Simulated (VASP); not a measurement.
C, 2 atoms in the cell. The structure is cubic, space group Fd-3m (No. 227). Conventional cell: a = 3.572 Å, b = 3.572 Å, c = 3.572 Å, α = 90.00°, β = 90.00°, γ = 90.00°. C (site symmetry -43m) has 4 C at 1.55 Å within 2.1 Å. 

| Property | Result |
| --- | --- |
| Program | VASP 6.6.1 |
| Task | single point |
| Functional | PBE |
| Potentials or basis | VASP PAW PBE potentials, release 64 (C) |
| Cutoff | 600 eV |
| k mesh | 19 × 19 × 19 |
| Occupations | gaussian, width 0.05 eV |
| Spin | no spin polarisation |
| Dipole correction | no |
| Further INCAR settings | ALGO = Normal; EDIFF = 1e-06; NBANDS = 11 |

Potentials or basis: VASP PAW PBE potentials, release 64 (C).

Command:

```sh
$ cat potpaw_PBE.64/C/POTCAR > POTCAR
$ mpirun -np 1 vasp_std > vasp.out
```

Hardware: 1 thread of Intel Xeon 8259CL, with other jobs on the host.

Question: How long does it take, and how much memory?

Answer: It took 52 s on 1 thread of Intel Xeon 8259CL, on a shared host, peak memory 0.11 GiB. Counts: scf iterations 11, k points 220.
